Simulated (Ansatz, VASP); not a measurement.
# Zn2CdTe3 in VASP and in Ansatz

File INCAR:

```
ALGO = Normal
EDIFF = 1E-6
EDIFFG = -0.04
ENCUT = 600
GGA = PE
IBRION = 2
ISIF = 3
ISMEAR = 0
LASPH = T
LCHARG = F
LREAL = F
LWAVE = F
NELM = 80
NSW = 90
PREC = Accurate
SIGMA = 0.1
```

The input KPOINTS:

```
k-points
0
Gamma
  4 4 2
```

Contents of POSCAR:

```
Zn2CdTe3
1.0
    4.6161258000      0.0000000000      0.0000000000
    0.0000000000      4.6161258000      0.0000000000
    0.0000000000      0.0000000000      7.7440602300
Zn Cd Te
2 1 3
Direct
    0.5000000000      0.0000000000      0.1480994800
    0.0000000000      0.5000000000      0.1480994800
    0.0000000000      0.0000000000      0.6683535700
    0.0000000000      0.0000000000      0.2119528400
    0.5000000000      0.0000000000      0.8257702600
    0.0000000000      0.5000000000      0.8257702600
```

Input for Ansatz:

```yaml
crystal:
  lattice:
    - [4.6161258, 0.0, 0.0]
    - [0.0, 4.6161258, 0.0]
    - [0.0, 0.0, 7.74406023]
  atoms:
    - { symbol: Zn, position: [0.5, 0.0, 0.14809948] }
    - { symbol: Zn, position: [0.0, 0.5, 0.14809948] }
    - { symbol: Cd, position: [0.0, 0.0, 0.66835357] }
    - { symbol: Te, position: [0.0, 0.0, 0.21195284] }
    - { symbol: Te, position: [0.5, 0.0, 0.82577026] }
    - { symbol: Te, position: [0.0, 0.5, 0.82577026] }
basis:
  ecutwfc: 420
kpoints:
  mp_grid: { grid: [4, 4, 2] }
hamiltonian:
  xc: pbe
scf:
  occupations: { method: gaussian, width: 0.1 }
  lower_state_search: "off"
output:
  forces: true
  stress: true
  eigenvalues: true
relax:
  adjacent_minimum: "off"
  f_tol: 0.04
  max_steps: 70
  cell: { stress_tol: 0.4 }
```

Alike in both runs: task relaxation of cell and atoms; functional PBE; k mesh 4 × 4 × 2; occupations gaussian, width 0.1 eV; no spin polarisation.

|  | VASP | Ansatz |
| --- | --- | --- |
| version | VASP 6.6.1 | Ansatz 0.2.0 |
| potentials or method | VASP PAW PBE potentials, release 64 (Zn, Cd, Te), cutoff 600 eV | scalar-relativistic, plane waves, PAW |
| valence electrons in the cell | 54 | 92 |

VASP gave:

* gap on the k mesh at the Fermi level, each at its own relaxed structure (eV): none
* relaxed volume (Å³/atom): 36.44
* relaxed length of the cell vector where the two differ most in proportion (Å): 7.497

Task: What did Ansatz give for the same quantities?

Result: gap on the k mesh at the Fermi level, each at its own relaxed structure (eV): none; relaxed volume (Å³/atom): 36.57; relaxed length of the cell vector where the two differ most in proportion (Å): 7.469.

A gap of «none» marks a metal or a gap that the smearing closes. VASP's potentials hold 54 valence electrons a cell and Ansatz's 92, so a difference there can come from the potentials and not from the codes.

The k mesh is coarse, so the values compare programs but aren't converged. Neither program's run includes spin-orbit coupling. Noted on VASP's run: the volume moved by over 15 % at a fixed basis, so the end points are rough.
